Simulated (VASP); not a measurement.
A run of VASP 6.6.1 is set up as follows.

Contents of INCAR:

```
SYSTEM = Rh
  ALGO = Fast
  EDIFF = 1E-7
  ENCUT = 520
  GGA = PS
  ISIF = 2
  ISMEAR = 0
  LASPH = .TRUE.
  LCHARG = .FALSE.
  LREAL = .FALSE.
  LWAVE = .FALSE.
  NBANDS = 14
  NELM = 80
  PREC = Accurate
  SIGMA = 0.15
```

The input KPOINTS:

```
k-points
0
G
  22 22 22
  0 0 0
```

POSCAR

```
Rh
1.0
    0.0000000000      1.9015500000      1.9300732500
    1.9015500000      0.0000000000      1.9300732500
    1.9015500000      1.9015500000      0.0000000000
Rh
1
Direct
    0.0000000000      0.0000000000      0.0000000000
```

Potentials or basis: VASP PAW PBE potentials, release 64 (Rh_pv).

Launch:

```bash
$ cat potpaw_PBE.64/Rh_pv/POTCAR > POTCAR
$ mpirun -np 1 vasp_std > vasp.out
```

(1) What does it give for the pressure?

## Answers

(1) -9.0 GPa.

Caveat: the cell differs from its parent crystal (strain +0.0150 x Voigt [0, 0, 1, 0, 0, 0]); the PAW data sets were made with another functional, which shifts forces and pressure a little.
